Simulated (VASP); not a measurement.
# In (I4/mmm) in VASP: single point with PBE

Aim: the single point of In with PBE.

All numbers are computed with VASP 6.6.1; they aren't measurements. Logs are shortened: lines on timing, memory, paths and dates and some standing lists are left out, and cuts for length are marked.

**1. The cell of the first run**

The structure is tetragonal, space group I4/mmm (No. 139). The conventional cell has a = 3.456 Å, b = 3.456 Å, c = 4.685 Å, α = 90.00°, β = 90.00°, γ = 90.00°. In (site symmetry 4/mmm) has 12 In at 3.39 to 3.46 Å within 4.5 Å.

**2. Single point, PBE (volume scaled by 1.06)**

INCAR reads:

```
SYSTEM = In
  ALGO = Normal
  EDIFF = 1E-7
  ENCUT = 520
  GGA = PE
  ISIF = 2
  ISMEAR = -1
  LASPH = .TRUE.
  LCHARG = .FALSE.
  LREAL = .FALSE.
  LWAVE = .FALSE.
  NBANDS = 12
  NELM = 100
  PREC = Accurate
  SIGMA = 0.03
```

KPOINTS reads:

```
k-points
0
G
  17 17 17
  0 0 0
```

POSCAR reads:

```
In
1.0
   -1.7279452601      1.7279452601      2.3424303480
    1.7279452601     -1.7279452601      2.3424303480
    1.7279452601      1.7279452601     -2.3424303480
In
1
Direct
    0.0000000000      0.0000000000      0.0000000000
```

Potentials or basis: VASP PAW PBE potentials, release 64 (In_d).

Started as:

```sh
$ cat potpaw_PBE.64/In_d/POTCAR > POTCAR
$ mpirun -np 1 vasp_std > vasp.out
```

OUTCAR:

```text
SYSTEM = In
   EDIFF = 1E-7
   ENCUT = 520
   GGA = PE
   ISIF = 2
   ISMEAR = -1
   LASPH = .TRUE.
   LREAL = .FALSE.
   NELM = 100
   PREC = Accurate

 ion  position               nearest neighbor table
   1  0.000  0.000  0.000-

  LATTYP: Found a body centered tetragonal cell.
 ALAT       =     3.4558905202
 C/A-ratio  =     1.3556160615

  Lattice vectors:

 A1 = (  -1.7279452601,   1.7279452601,   2.3424303480)
 A2 = (   1.7279452601,  -1.7279452601,   2.3424303480)
 A3 = (   1.7279452601,   1.7279452601,  -2.3424303480)

Analysis of symmetry for initial positions (statically):
=====================================================================
 Subroutine PRICEL returns:
 Original cell was already a primitive cell.

 Routine SETGRP: Setting up the symmetry group for a
 body centered tetragonal supercell.

 Subroutine GETGRP returns: Found 16 space group operations
 (whereof 16 operations were pure point group operations)
 out of a pool of 16 trial point group operations.

The static configuration has the point symmetry D_4h.

Analysis of symmetry for dynamics (positions and initial velocities):
=====================================================================
 Subroutine PRICEL returns:
 Original cell was already a primitive cell.

 Routine SETGRP: Setting up the symmetry group for a
 body centered tetragonal supercell.

 Subroutine GETGRP returns: Found 16 space group operations
 (whereof 16 operations were pure point group operations)
 out of a pool of 16 trial point group operations.

The dynamic configuration has the point symmetry D_4h.

 Subroutine INISYM returns: Found 16 space group operations
 (whereof 16 operations are pure point group operations),
 and found     1 'primitive' translations

----------------------------------------------------------------------------------------

                                     Primitive cell

  volume of cell :      27.9761

  direct lattice vectors                    reciprocal lattice vectors
    -1.727945260  1.727945260  2.342430348     0.000000000  0.289361018  0.213453519
     1.727945260 -1.727945260  2.342430348     0.289361018  0.000000000  0.213453519
     1.727945260  1.727945260 -2.342430348     0.289361018  0.289361018  0.000000000

  length of vectors
     3.385050898  3.385050898  3.385050898     0.359572251  0.359572251  0.409218276

  position of ions in fractional coordinates (direct lattice)
     0.000000000  0.000000000  0.000000000

  ion indices of the primitive-cell ions
   primitive index   ion index
                 1           1

----------------------------------------------------------------------------------------

 KPOINTS: k-points

Automatic generation of k-mesh.
 Grid dimensions read from file:
 generate k-points for:   17   17   17

 Generating k-lattice:

  Cartesian coordinates                     Fractional coordinates (reciprocal lattice)
     0.000000000  0.017021236  0.012556089     0.058823529  0.000000000  0.000000000
     0.017021236  0.000000000  0.012556089     0.000000000  0.058823529  0.000000000
     0.017021236  0.017021236  0.000000000     0.000000000  0.000000000  0.058823529

  Length of vectors
     0.021151309  0.021151309  0.024071663

  Shift w.r.t. Gamma in fractional coordinates (k-lattice)
     0.000000000  0.000000000  0.000000000

 Subroutine IBZKPT returns following result:
 ===========================================

 Found    405 irreducible k-points:

 Following reciprocal coordinates:
            Coordinates               Weight
  0.000000  0.000000  0.000000      1.000000
  0.058824 -0.000000  0.000000      8.000000
  0.117647 -0.000000  0.000000      8.000000
  0.176471  0.000000  0.000000      8.000000
  0.235294 -0.000000  0.000000      8.000000
  0.294118  0.000000 -0.000000      8.000000
[... 16 lines left out ...]
 -0.176471  0.058824  0.000000     16.000000
 -0.117647  0.058824 -0.000000     16.000000
 [... further k-points ...]
   k-points           NKPTS =    405   k-points in BZ     NKDIM =    405   number of bands    NBANDS=     12
   number of dos      NEDOS =    301   number of ions     NIONS =      1
   total plane-waves  NPLWV =  21952
   dimension x,y,z NGX =    28 NGY =   28 NGZ =   28
   dimension x,y,z NGXF=    56 NGYF=   56 NGZF=   56
   ions per type =               1
   NGX,Y,Z   is equivalent  to a cutoff of  13.75, 13.75, 13.75 a.u.
   NGXF,Y,Z  is equivalent  to a cutoff of  27.50, 27.50, 27.50 a.u.
 SYSTEM =  In
   PREC   = accura    normal or accurate (medium, high low for compatibility)
   ISTART =      0    job   : 0-new  1-cont  2-samecut
   ICHARG =      2    charge: 1-file 2-atom 10-const
   ISPIN  =      1    spin polarized calculation?
   LNONCOLLINEAR =      F non collinear calculations
   LSORBIT =      F    spin-orbit coupling
   LASPH  =      T    aspherical Exc in radial PAW
   ENCUT  =  520.0 eV  38.22 Ry    6.18 a.u.   6.29  6.29  6.29*2*pi/ulx,y,z
   NELM   =    100;   NELMIN=  2; NELMDL= -5     # of ELM steps
   EDIFF  = 0.1E-06   stopping-criterion for ELM
   LREAL  =      F    real-space projection
   EDIFFG = 0.1E-05   stopping-criterion for IOM
   NSW    =      0    number of steps for IOM
   IBRION =     -1    ionic relax: 0-MD 1-quasi-New 2-CG
   NFREE  =      0    steps in history (QN), initial steepest desc. (CG)
   ISIF   =      2    stress and relaxation
   ISYM   =      2    0-nonsym 1-usesym 2-fastsym
   POTIM  = 0.5000    time-step for ionic-motion
   TEBEG  =    0.0;   TEEND  =   0.0 temperature during run
   PSTRESS=    0.0 pullay stress
   NELECT =      13.0000    total number of electrons
   NUPDOWN=      -1.0000    fix difference up-down
   EMIN   =  10.00;   EMAX   =-10.00  energy-range for DOS
   EFERMI =   0.00;   METHOD = LEGACY
   ISMEAR =    -1;   SIGMA  =   0.03  broadening in eV -4-tet -1-fermi 0-gaus
   EFERMI_NEDOS =   21; number of points for ismear=-14 and -15
   IALGO  =     38    algorithm
   IMIX   =      4    mixing-type and parameters
     AMIX     =   0.40;   BMIX     =  1.00
     AMIX_MAG =   1.60;   BMIX_MAG =  1.00
  volume/ion in A,a.u.               =      27.98       188.79
  Fermi-wavevector in a.u.,A,eV,Ry     =   1.268023  2.396216 21.876561  1.607882
  Thomas-Fermi vector in A             =   2.401140
   LORBIT       =      0    0 simple, 1 ext, 2 COOP (PROOUT), +10 PAW based schemes
   GGA     = PE    functional components
   LHFCALC =     F    Hartree Fock is set to
   AEXX    =    0.0000 exact exchange contribution
   IVDW    =     0    specifies the selected vdW correction
   LEPSILON=     F    determine dielectric tensor
   LRPA    =     F    only Hartree local field effects (RPA)
 non-spin polarized calculation
  energy-cutoff  :      520.00
  volume of cell :       27.98
 maximum number of plane-waves:       781
 NGX is ok and might be reduce to    28
   NGX = 13   NGY = 13   NGZ = 13

 number of electron      12.9999994 magnetization

 Free energy of the ion-electron system (eV)
  ---------------------------------------------------
  ext. energy  EPLUGINS =         0.00000000
  ---------------------------------------------------
  free energy    TOTEN  =        -2.56024099 eV

  energy without entropy =       -2.55880636  energy(sigma->0) =       -2.55952368

 E-fermi :   6.7874     XC(G=0):  -9.9392

 val. band max:        6.7819840570   @ k =  -0.2353   0.3529   0.1765
 cond. band min:       6.7897944569   @ k =   0.2353   0.2353   0.1765
 fundamental gap:      0.0078103999
 Fermi energy:         6.7874444234

 k-point     1 :       0.0000    0.0000    0.0000
  band No.  band energies     occupation
      1      -7.8030      2.00000
      2      -7.8030      2.00000
      3      -7.7576      2.00000
      4      -7.6704      2.00000
      5      -7.6234      2.00000
      6      -2.3093      2.00000
      7      16.6989      0.00000
      8      16.8030      0.00000
      9      16.8030      0.00000
     10      18.1783      0.00000
     11      20.2158      0.00000
     12      20.2177      0.00000

 k-point     2 :       0.0588   -0.0000    0.0000
  band No.  band energies     occupation
      1      -7.8012      2.00000
      2      -7.7977      2.00000
      3      -7.7551      2.00000
      4      -7.6703      2.00000
      5      -7.6247      2.00000
      6      -2.2375      2.00000
      7      15.8328      0.00000
      8      16.6282      0.00000
      9      16.6454      0.00000
     10      17.9685      0.00000
     11      20.4581      0.00000
     12      20.4743      0.00000

 k-point     3 :       0.1176   -0.0000    0.0000
  band No.  band energies     occupation
      1      -7.7983      2.00000
      2      -7.7848      2.00000
      3      -7.7476      2.00000
      4      -7.6676      2.00000
      5      -7.6269      2.00000
      6      -2.0212      2.00000
      7      14.0155      0.00000
      8      16.2714      0.00000
      9      16.3594      0.00000
     10      17.8425      0.00000
     11      20.9846      0.00000
     12      21.0441      0.00000
[... 286 lines left out ...]
 k-point    23 :      -0.1765    0.0588    0.0000
  band No.  band energies     occupation
      1      -7.8112      2.00000
      2      -7.7659      2.00000
      3      -7.7296      2.00000
      4      -7.6729      2.00000
      5      -7.6176      2.00000
      6      -1.7395      2.00000
      7      12.8051      0.00000
      8      15.2817      0.00000
      9      16.0988      0.00000
     10      17.9211      0.00000
     11      19.6148      0.00000
     12      20.8861      0.00000

 k-point    24 :      -0.1176    0.0588   -0.0000
  band No.  band energies     occupation
      1      -7.8115      2.00000
      2      -7.7791      2.00000
      3      -7.7399      2.00000
      4      -7.6763      2.00000
      5      -7.6215      2.00000
      6      -2.0509      2.00000
      7      14.7081      0.00000
      8      15.7292      0.00000
      9      16.3907      0.00000
     10      17.6971      0.00000
     11      20.3514      0.00000
     12      20.8010      0.00000

 [... further k-points ...]
[... 5 lines left out ...]
  --------------------------------------------------------------------------------------
  -------------------------------------------------------------------------------------
  Total       -0.1013511     -0.1013511     -0.1489292      0.0000000      0.0000000      0.0000000
  in kB       -5.8043322     -5.8043322     -8.5291126      0.0000000      0.0000000      0.0000000
  external PRESSURE =      -6.7125923 kB  Pullay stress =       0.0000000 kB

 VOLUME and BASIS-vectors are now :
 -----------------------------------------------------------------------------
  energy-cutoff  :      520.00
  volume of cell :       27.98
      direct lattice vectors                 reciprocal lattice vectors
    -1.727945260  1.727945260  2.342430348     0.000000000  0.289361018  0.213453519
     1.727945260 -1.727945260  2.342430348     0.289361018  0.000000000  0.213453519
     1.727945260  1.727945260 -2.342430348     0.289361018  0.289361018  0.000000000

 POSITION                                       TOTAL-FORCE (eV/Angst)
 -----------------------------------------------------------------------------------
      0.00000      0.00000      0.00000         0.000000     -0.000000      0.000000
 -----------------------------------------------------------------------------------
    total drift:                                0.000000      0.000000      0.000000

  FREE ENERGIE OF THE ION-ELECTRON SYSTEM (eV)
  ---------------------------------------------------
  free  energy   TOTEN  =        -2.5602409880 eV

  energy  without entropy=       -2.5588063636  energy(sigma->0) =       -2.55952368
```

Wall time 2.9 min (1 thread of AMD EPYC 7R43 (Zen 3), shared host); peak memory 0.22 GiB.

Results:

- Free energy: -2.5602 eV
- Pressure: -0.7 GPa

Levels at points of the mesh, in eV from the Fermi level:
| k point | band 3 | band 4 | band 5 | band 6 | band 7 | band 8 | band 9 | band 10 |
| --- | --- | --- | --- | --- | --- | --- | --- | --- |
| (0.00, 0.00, 0.00) | -14.55 | -14.46 | -14.41 | -9.10 | 9.91 | 10.02 | 10.02 | 11.39 |

Caveat: spin-orbit coupling is left out, which moves the levels of the heavy elements.
